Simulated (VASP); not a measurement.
Crystal: GaO.

```
CELL_PARAMETERS angstrom
3.08383 0.00000 0.00000
-1.54191 2.67067 0.00000
0.00000 0.00000 13.82121
ATOMIC_POSITIONS crystal
Ga 0.33333 0.66667 0.15997
Ga 0.66667 0.33333 0.65997
Ga 0.33333 0.66667 0.34003
Ga 0.66667 0.33333 0.84003
O 0.33333 0.66667 0.60767
O 0.66667 0.33333 0.10767
O 0.33333 0.66667 0.89233
O 0.66667 0.33333 0.39233
```

```yaml
Program: VASP 6.6.1
Task: relaxation of shape and atoms at fixed volume
Functional: PBE
Potentials_or_basis: VASP PAW PBE potentials, release 64 (Ga_d, O)
Cutoff: 600 eV
k_mesh: 12 × 12 × 2
Occupations: gaussian, width 0.01 eV
Spin: no spin polarisation
```

At the start: pressure 2.7 GPa; volume 14.23 Å³/atom.

How do energy, volume and symmetry change on relaxing?

Over 14 steps the energy falls by 3.0 meV/atom; space group P6_3/mmc (No. 194, to 0.1 Å) before and after.

The path:
```csv
step,energy change (eV),largest force (eV/Å),pressure (GPa),volume (Å³)
1,0.0000,0.2294,2.68,113.83
2,-0.0072,0.2191,1.75,113.83
3,-0.0075,0.1596,1.87,113.83
4,-0.0127,0.1311,1.60,113.83
5,-0.0220,0.0496,0.57,113.83
6,-0.0142,0.1138,-1.29,113.83
7,-0.0233,0.0348,0.06,113.83
8,-0.0239,0.0066,0.01,113.83
9,-0.0239,0.0048,0.00,113.83
10,-0.0239,0.0072,0.00,113.83
11,-0.0239,0.0136,-0.04,113.83
12,-0.0239,0.0010,0.01,113.83
13,-0.0239,0.0017,-0.01,113.83
14,-0.0239,0.0009,-0.01,113.83
```

Final structure:
```
CELL_PARAMETERS angstrom
3.11071 0.00000 0.00000
-1.55536 2.69395 0.00000
0.00000 0.00000 13.58333
ATOMIC_POSITIONS crystal
Ga 0.33333 0.66667 0.15783
Ga 0.66667 0.33333 0.65783
Ga 0.33333 0.66667 0.34217
Ga 0.66667 0.33333 0.84217
O 0.33333 0.66667 0.60432
O 0.66667 0.33333 0.10432
O 0.33333 0.66667 0.89568
O 0.66667 0.33333 0.39568
```
